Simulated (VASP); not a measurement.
# Cl (Fd-3m) in VASP: notebook

The runs below take Cl through single point, with LDA.

Program: VASP 6.6.1. These are calculated values, not measurements. Logs are shortened: lines on timing, memory, paths and dates and some standing lists are left out, and cuts for length are marked.

## 1. The cell of the first run

It takes space group Fd-3m (No. 227, cubic). The conventional cell has a = 5.974 Å, b = 5.974 Å, c = 5.974 Å, α = 90.00°, β = 90.00°, γ = 90.00°. Within 3.4 Å of Cl (site symmetry -43m) lie 4 Cl at 2.59 Å.

## 2. Single point, LDA (26.64 Å³/atom)

File INCAR:

```
SYSTEM = Cl
PREC = Accurate ; ENCUT = 520
EDIFF = 1E-6 ; ISMEAR = -1
SIGMA = 0.08 ; LREAL = .False.
LASPH = .True. ; NELM = 80
ALGO = Normal ; ISIF = 2
LWAVE = .False. ; LCHARG = .True.
LELF = .True. ; LVHAR = .True.
NBANDS = 14
```

File KPOINTS:

```
Automatic mesh
0
Gamma
  11 11 11
  0 0 0
```

File POSCAR:

```
Cl
1.0
    0.0000000000      2.9867704705      2.9867704705
    2.9867704705      0.0000000000      2.9867704705
    2.9867704705      2.9867704705      0.0000000000
Cl
2
Direct
   -0.1250000000     -0.1250000000     -0.1250000000
    0.1250000000      0.1250000000      0.1250000000
```

Potentials or basis: VASP PAW LDA potentials, release 64 (Cl).

The run is started by

```console
$ cat potpaw_LDA.64/Cl/POTCAR > POTCAR
$ mpirun -np 1 vasp_std > vasp.out
```

OUTCAR:

```text
SYSTEM = Cl
   PREC = Accurate
   ENCUT = 520
   EDIFF = 1E-6
   ISMEAR = -1
   LREAL = .False.
   LASPH = .True.
   NELM = 80
   ISIF = 2

 ion  position               nearest neighbor table
   1  0.875  0.875  0.875-   2 2.59   2 2.59   2 2.59   2 2.59
   2  0.125  0.125  0.125-   1 2.59   1 2.59   1 2.59   1 2.59

  LATTYP: Found a face centered cubic cell.
 ALAT       =     5.9735409410

  Lattice vectors:

 A1 = (   0.0000000000,   2.9867704705,   2.9867704705)
 A2 = (   2.9867704705,   0.0000000000,   2.9867704705)
 A3 = (   2.9867704705,   2.9867704705,   0.0000000000)

Analysis of symmetry for initial positions (statically):
=====================================================================
 Subroutine PRICEL returns:
 Original cell was already a primitive cell.

 Routine SETGRP: Setting up the symmetry group for a
 face centered cubic supercell.

 Subroutine GETGRP returns: Found 48 space group operations
 (whereof 12 operations were pure point group operations)
 out of a pool of 48 trial point group operations.

The static configuration has the point symmetry D_3d.
 The point group associated with its full space group is O_h .

Analysis of symmetry for dynamics (positions and initial velocities):
=====================================================================
 Subroutine PRICEL returns:
 Original cell was already a primitive cell.

 Routine SETGRP: Setting up the symmetry group for a
 face centered cubic supercell.

 Subroutine GETGRP returns: Found 48 space group operations
 (whereof 12 operations were pure point group operations)
 out of a pool of 48 trial point group operations.

The dynamic configuration has the point symmetry D_3d.
 The point group associated with its full space group is O_h .

 Subroutine INISYM returns: Found 48 space group operations
 (whereof 12 operations are pure point group operations),
 and found     1 'primitive' translations

----------------------------------------------------------------------------------------

                                     Primitive cell

  volume of cell :      53.2888

  direct lattice vectors                    reciprocal lattice vectors
     0.000000000  2.986770471  2.986770471    -0.167404896  0.167404896  0.167404896
     2.986770471  0.000000000  2.986770471     0.167404896 -0.167404896  0.167404896
     2.986770471  2.986770471  0.000000000     0.167404896  0.167404896 -0.167404896

  length of vectors
     4.223931307  4.223931307  4.223931307     0.289953785  0.289953785  0.289953785

  position of ions in fractional coordinates (direct lattice)
     0.875000000  0.875000000  0.875000000
     0.125000000  0.125000000  0.125000000

  ion indices of the primitive-cell ions
   primitive index   ion index
                 1           1
                 2           2

----------------------------------------------------------------------------------------

 KPOINTS: Automatic mesh

Automatic generation of k-mesh.
 Grid dimensions read from file:
 generate k-points for:   11   11   11

 Generating k-lattice:

  Cartesian coordinates                     Fractional coordinates (reciprocal lattice)
    -0.015218627  0.015218627  0.015218627     0.090909091  0.000000000  0.000000000
     0.015218627 -0.015218627  0.015218627     0.000000000  0.090909091  0.000000000
     0.015218627  0.015218627 -0.015218627     0.000000000  0.000000000  0.090909091

  Length of vectors
     0.026359435  0.026359435  0.026359435

  Shift w.r.t. Gamma in fractional coordinates (k-lattice)
     0.000000000  0.000000000  0.000000000

 Subroutine IBZKPT returns following result:
 ===========================================

 Found     56 irreducible k-points:

 Following reciprocal coordinates:
            Coordinates               Weight
  0.000000  0.000000  0.000000      1.000000
  0.090909  0.000000  0.000000      8.000000
  0.181818  0.000000  0.000000      8.000000
  0.272727  0.000000  0.000000      8.000000
  0.363636  0.000000  0.000000      8.000000
  0.454545  0.000000  0.000000      8.000000
[... 16 lines left out ...]
 -0.272727  0.181818  0.000000     24.000000
 -0.181818  0.181818  0.000000     12.000000
 [... further k-points ...]
   k-points           NKPTS =     56   k-points in BZ     NKDIM =     56   number of bands    NBANDS=     14
   number of dos      NEDOS =    301   number of ions     NIONS =      2
   total plane-waves  NPLWV =  32768
   dimension x,y,z NGX =    32 NGY =   32 NGZ =   32
   dimension x,y,z NGXF=    64 NGYF=   64 NGZF=   64
   ions per type =               2
   NGX,Y,Z   is equivalent  to a cutoff of  12.59, 12.59, 12.59 a.u.
   NGXF,Y,Z  is equivalent  to a cutoff of  25.19, 25.19, 25.19 a.u.
 SYSTEM =  Cl
   PREC   = accura    normal or accurate (medium, high low for compatibility)
   ISTART =      0    job   : 0-new  1-cont  2-samecut
   ICHARG =      2    charge: 1-file 2-atom 10-const
   ISPIN  =      1    spin polarized calculation?
   LNONCOLLINEAR =      F non collinear calculations
   LSORBIT =      F    spin-orbit coupling
   LASPH  =      T    aspherical Exc in radial PAW
   ENCUT  =  520.0 eV  38.22 Ry    6.18 a.u.   7.85  7.85  7.85*2*pi/ulx,y,z
   NELM   =     80;   NELMIN=  2; NELMDL= -5     # of ELM steps
   EDIFF  = 0.1E-05   stopping-criterion for ELM
   LREAL  =      F    real-space projection
   EDIFFG = 0.1E-04   stopping-criterion for IOM
   NSW    =      0    number of steps for IOM
   IBRION =     -1    ionic relax: 0-MD 1-quasi-New 2-CG
   NFREE  =      0    steps in history (QN), initial steepest desc. (CG)
   ISIF   =      2    stress and relaxation
   ISYM   =      2    0-nonsym 1-usesym 2-fastsym
   POTIM  = 0.5000    time-step for ionic-motion
   TEBEG  =    0.0;   TEEND  =   0.0 temperature during run
   PSTRESS=    0.0 pullay stress
   NELECT =      14.0000    total number of electrons
   NUPDOWN=      -1.0000    fix difference up-down
   EMIN   =  10.00;   EMAX   =-10.00  energy-range for DOS
   EFERMI =   0.00;   METHOD = LEGACY
   ISMEAR =    -1;   SIGMA  =   0.08  broadening in eV -4-tet -1-fermi 0-gaus
   EFERMI_NEDOS =   21; number of points for ismear=-14 and -15
   IALGO  =     38    algorithm
   IMIX   =      4    mixing-type and parameters
     AMIX     =   0.40;   BMIX     =  1.00
     AMIX_MAG =   1.60;   BMIX_MAG =  1.00
  volume/ion in A,a.u.               =      26.64       179.81
  Fermi-wavevector in a.u.,A,eV,Ry     =   1.048509  1.981395 14.957864  1.099372
  Thomas-Fermi vector in A             =   2.183434
   LORBIT       =      0    0 simple, 1 ext, 2 COOP (PROOUT), +10 PAW based schemes
   GGA     = CA    functional components
   LHFCALC =     F    Hartree Fock is set to
   AEXX    =    0.0000 exact exchange contribution
   IVDW    =     0    specifies the selected vdW correction
   LEPSILON=     F    determine dielectric tensor
   LRPA    =     F    only Hartree local field effects (RPA)
 non-spin polarized calculation
  energy-cutoff  :      520.00
  volume of cell :       53.29
 maximum number of plane-waves:      1459
   NGX = 15   NGY = 15   NGZ = 15

 number of electron      13.9999997 magnetization

 Free energy of the ion-electron system (eV)
  ---------------------------------------------------
  ext. energy  EPLUGINS =         0.00000000
  ---------------------------------------------------
  free energy    TOTEN  =        -2.82222893 eV

  energy without entropy =       -2.74851052  energy(sigma->0) =       -2.78536972

 E-fermi :   0.7457     XC(G=0):  -8.5647

 val. band max:        0.7414835930   @ k =  -0.1818   0.2727   0.0909
 cond. band min:       0.7498321511   @ k =  -0.2727   0.3636   0.0909
 fundamental gap:      0.0083485582
 Fermi energy:         0.7456811574

 k-point     1 :       0.0000    0.0000    0.0000
  band No.  band energies     occupation
      1     -15.7348      2.00000
      2     -11.7377      2.00000
      3      -3.0334      2.00000
      4      -3.0334      2.00000
      5      -3.0334      2.00000
      6      -0.5979      2.00000
      7      -0.5979      2.00000
      8      -0.5979      2.00000
      9       6.4367      0.00000
     10      10.4991      0.00000
     11      10.4991      0.00000
     12      12.4714      0.00000
     13      12.4714      0.00000
     14      12.4714      0.00000

 k-point     2 :       0.0909    0.0000    0.0000
  band No.  band energies     occupation
      1     -15.6875      2.00000
      2     -11.8250      2.00000
      3      -3.0918      2.00000
      4      -3.0918      2.00000
      5      -3.0715      2.00000
      6      -0.5334      2.00000
      7      -0.5172      2.00000
      8      -0.5172      2.00000
      9       6.6509      0.00000
     10      10.2863      0.00000
     11      10.2863      0.00000
     12      12.2881      0.00000
     13      12.9148      0.00000
     14      12.9148      0.00000

 k-point     3 :       0.1818    0.0000    0.0000
  band No.  band energies     occupation
      1     -15.5505      2.00000
      2     -12.0661      2.00000
      3      -3.2324      2.00000
      4      -3.2324      2.00000
      5      -3.1916      2.00000
      6      -0.3187      2.00000
      7      -0.3187      2.00000
      8      -0.3155      2.00000
      9       7.1939      0.00000
     10       9.9940      0.00000
     11       9.9940      0.00000
     12      11.9466      0.00000
     13      13.8043      0.00000
     14      13.8045      0.00000

 k-point     4 :       0.2727    0.0000    0.0000
  band No.  band energies     occupation
      1     -15.3423      2.00000
      2     -12.4046      2.00000
      3      -3.3908      2.00000
      4      -3.3908      2.00000
      5      -3.3698      2.00000
      6      -0.0889      1.99994
      7      -0.0889      1.99994
      8       0.0490      1.99967
      9       7.8208      0.00000
     10       9.9057      0.00000
     11       9.9057      0.00000
     12      11.4699      0.00000
     13      13.4671      0.00000
     14      14.0176      0.00000

 k-point     5 :       0.3636    0.0000    0.0000
  band No.  band energies     occupation
      1     -15.1053      2.00000
      2     -12.7561      2.00000
      3      -3.5401      2.00000
      4      -3.5182      2.00000
      5      -3.5182      2.00000
      6       0.0988      1.99938
      7       0.0988      1.99938
      8       0.4518      1.95049
      9       8.3259      0.00000
     10      10.0642      0.00000
     11      10.0642      0.00000
[... 276 lines left out ...]
 k-point    22 :      -0.3636    0.1818    0.0000
  band No.  band energies     occupation
      1     -14.8088      2.00000
      2     -13.1464      2.00000
      3      -4.3483      2.00000
      4      -3.6792      2.00000
      5      -2.6753      2.00000
      6      -0.1692      1.99998
      7       0.3698      1.98194
      8       0.8940      0.27076
      9       8.1848      0.00000
     10       9.4116      0.00000
     11       9.8480      0.00000
     12      11.7080      0.00000
     13      13.7862      0.00000
     14      13.8741      0.00000

 k-point    23 :      -0.2727    0.1818    0.0000
  band No.  band energies     occupation
      1     -15.0300      2.00000
      2     -12.8554      2.00000
      3      -4.2113      2.00000
      4      -3.5275      2.00000
      5      -2.7430      2.00000
      6      -0.2301      1.99999
      7       0.1411      1.99896
      8       0.7081      1.23092
      9       8.2075      0.00000
     10       9.4618      0.00000
     11       9.6787      0.00000
     12      12.0512      0.00000
     13      13.6248      0.00000
     14      14.0489      0.00000

 k-point    24 :      -0.1818    0.1818    0.0000
  band No.  band energies     occupation
      1     -15.2642      2.00000
      2     -12.5211      2.00000
      3      -3.9491      2.00000
      4      -3.3639      2.00000
      5      -2.8586      2.00000
      6      -0.3431      2.00000
      7      -0.1051      1.99995
      8       0.4406      1.95682
      9       7.9858      0.00000
     10       9.3613      0.00000
     11       9.8661      0.00000
     12      12.6935      0.00000
     13      13.1050      0.00000
     14      14.0409      0.00000

 [... further k-points ...]

------------------------ aborting loop because EDIFF is reached ----------------------------------------

  FORCE on cell =-STRESS in cart. coord.  units (eV):
  Direction    XX          YY          ZZ          XY          YZ          ZX
  --------------------------------------------------------------------------------------
  -------------------------------------------------------------------------------------
  Total        1.1805291      1.1805291      1.1805291      0.0000000      0.0000000      0.0000000
  in kB       35.4937366     35.4937366     35.4937366      0.0000000      0.0000000      0.0000000
  external PRESSURE =      35.4937366 kB  Pullay stress =       0.0000000 kB

 VOLUME and BASIS-vectors are now :
 -----------------------------------------------------------------------------
  energy-cutoff  :      520.00
  volume of cell :       53.29
      direct lattice vectors                 reciprocal lattice vectors
     0.000000000  2.986770471  2.986770471    -0.167404896  0.167404896  0.167404896
     2.986770471  0.000000000  2.986770471     0.167404896 -0.167404896  0.167404896
     2.986770471  2.986770471  0.000000000     0.167404896  0.167404896 -0.167404896

 POSITION                                       TOTAL-FORCE (eV/Angst)
 -----------------------------------------------------------------------------------
      5.22685      5.22685      5.22685        -0.000000     -0.000000     -0.000000
      0.74669      0.74669      0.74669         0.000000      0.000000      0.000000
 -----------------------------------------------------------------------------------
    total drift:                                0.000000      0.000000     -0.000000

  FREE ENERGIE OF THE ION-ELECTRON SYSTEM (eV)
  ---------------------------------------------------
  free  energy   TOTEN  =        -2.8222289327 eV

  energy  without entropy=       -2.7485105152  energy(sigma->0) =       -2.78536972
```

It took 9 s on 1 thread of Intel Xeon 6975P-C (Granite Rapids), shared host; peak memory 0.16 GiB.

Results:

```
Free energy            : -2.8222 eV
Pressure               : 3.5 GPa
Band gap on the k mesh : zero (bands 7 and 8 overlap by 1.86 eV)
```

Caveat: the cell stands under pressure.

## 3. Single point, LDA

This run uses another cell than the first one, of 29.60 Å³/atom.

File INCAR:

```
PREC     = Accurate       # precision mode
ENCUT    = 520            # plane-wave cutoff, eV
EDIFF    = 1E-7           # SCF threshold, eV
ISMEAR   = -1             # smearing method
SIGMA    = 0.08           # smearing width, eV
LREAL    = False          # projectors in reciprocal space
LASPH    = True           # aspherical terms in the spheres
NELM     = 60             # most SCF steps
ALGO     = Normal         # electronic algorithm
ISIF     = 2              # what is computed and relaxed
LWAVE    = False          # write WAVECAR
LCHARG   = False          # write CHGCAR
GGA      = CA             # functional
NBANDS   = 14             # bands
```

File KPOINTS:

```
Automatic mesh
0
Gamma
  11 11 11
```

File POSCAR:

```
Cl
1.0
    0.0000000000      3.0935300979      3.0935300979
    3.0935300979      0.0000000000      3.0935300979
    3.0935300979      3.0935300979      0.0000000000
Cl
2
Direct
   -0.1250000000     -0.1250000000     -0.1250000000
    0.1250000000      0.1250000000      0.1250000000
```

Potentials or basis: VASP PAW LDA potentials, release 64 (Cl).

The run is started by

```console
$ cat potpaw_LDA.64/Cl/POTCAR > POTCAR
$ mpirun -np 1 vasp_std > vasp.out
```

Wall time 16 s (1 thread of Intel Xeon 6975P-C (Granite Rapids), shared host); peak memory 0.17 GiB.

Results (log left out):

```yaml
Free_energy: -2.8836 eV
Pressure: 0.0 GPa
Band_gap_on_the_k_mesh: zero (bands 7 and 8 overlap by 1.52 eV)
```

Levels at points of the mesh, in eV from the Fermi level:
```
           k point  band 5  band 6  band 7  band 8  band 9  band 10
(0.00, 0.00, 0.00)   -3.27   -1.10   -1.10   -1.10    5.81    10.06
```

## 4. Single point, LDA, collinear spin

This run uses another cell than the first one, of 29.60 Å³/atom.

File INCAR:

```
SYSTEM = Cl
  PREC = Accurate
  ENCUT = 520
  EDIFF = 1E-6
  ISMEAR = -4
  SIGMA = 0.1
  LREAL = .FALSE.
  LASPH = .TRUE.
  NELM = 150
  ALGO = Normal
  ISIF = 2
  LWAVE = .FALSE.
  LCHARG = .TRUE.
  ISPIN = 2
  MAGMOM = 0.44 0.44
  LORBIT = 11
  GGA = CA
  LELF = .TRUE.
  LVHAR = .TRUE.
  NBANDS = 18
```

File KPOINTS:

```
Automatic mesh
0
G
  11 11 11
  0 0 0
```

POSCAR is that of step 3.

The run is started by

```console
$ cat potpaw_LDA.64/Cl/POTCAR > POTCAR
$ mpirun -np 1 vasp_std > vasp.out
```

It took 62 s on 1 thread of Intel Xeon 6975P-C (Granite Rapids), shared host; peak memory 0.21 GiB.

The run converged. Its results:

* Free energy: -2.8252 eV
* Pressure: -0.1 GPa
* Net moment: 0.17 μB per cell
* Site moments: Cl +0.07 μB
* Valence electrons inside the program's atomic spheres: Cl 4.89

Levels at points of the mesh, in eV from the Fermi level:
Spin up:
```csv
k point,band 5,band 6,band 7,band 8,band 9,band 10
"(0.00, 0.00, 0.00)",-3.31,-1.15,-1.15,-1.15,5.80,10.03
```
Spin down:
```tsv
k point	band 5	band 6	band 7	band 8	band 9	band 10
(0.00, 0.00, 0.00)	-3.24	-1.07	-1.07	-1.07	5.82	10.07
```

Caveat: a moment this small can come from the mesh or the smearing; tetrahedron occupations give inexact forces and stress in metals.

## 5. Overview

```tsv
spin	cell	smearing	gap on the mesh (eV)	pressure (GPa)
off	a = 4.224 Å, angles 60.0°, 2 atoms	fermi-dirac 0.08 eV	none	3.5
off	a = 4.375 Å, angles 60.0°, 2 atoms	fermi-dirac 0.08 eV	none	0.0
collinear	a = 4.375 Å, angles 60.0°, 2 atoms	tetrahedron	none	-0.1
```

Alike in all rows: task single point; level LDA; potentials or basis VASP PAW LDA potentials, release 64 (Cl); k mesh 11 × 11 × 11; cutoff (eV) 520.

Caveats: the cell stands under pressure (at least some runs); a moment this small can come from the mesh or the smearing (at least some runs); tetrahedron occupations give inexact forces and stress in metals (at least some runs).

Absolute energies hang on the potentials; compare differences alone.
